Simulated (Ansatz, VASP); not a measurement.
**One calculation of Cu, two programs**

```xyz
6
Lattice="0.0000 0.0000 -4.1348 -3.7724 -2.1780 0.0000 0.0000 4.3560 0.0000" Properties=species:S:1:pos:R:3 pbc="T T T"
Cu   -2.5149    1.4520   -3.1011
Cu    0.0000    1.4520   -3.1011
Cu   -1.2575   -0.7260   -3.1011
Cu   -1.2575    0.7260   -1.0337
Cu   -2.5149   -1.4520   -1.0337
Cu    0.0000    2.9040   -1.0337
```

Alike in both runs: functional PBEsol; k mesh 8 × 12 × 12; occupations gaussian, width 0.1 eV; no spin polarisation.

Ansatz relaxed the structure, and its values are those at the end. VASP's run is a single point on that final structure, the one shown.

|  | VASP | Ansatz |
| --- | --- | --- |
| version | VASP 6.6.1 | Ansatz 0.2.0 |
| potentials or method | VASP PAW PBE potentials, release 64 (Cu), cutoff 520 eV | scalar-relativistic, plane waves, PAW |
| valence electrons in the cell | 66 | 114 |

```tsv
	VASP	Ansatz	Ansatz less VASP
gap on the k mesh at the Fermi level (eV)	none	none	-
pressure (GPa)	0.6	0.0	-0.63
```

VASP's potentials were made for PBE, not for PBEsol. A gap of «none» marks a metal or a gap that the smearing closes. The functional is the same, so the differences come from potentials, cutoffs and numerics. VASP's potentials hold 66 valence electrons a cell and Ansatz's 114, so a difference there can come from the potentials and not from the codes.
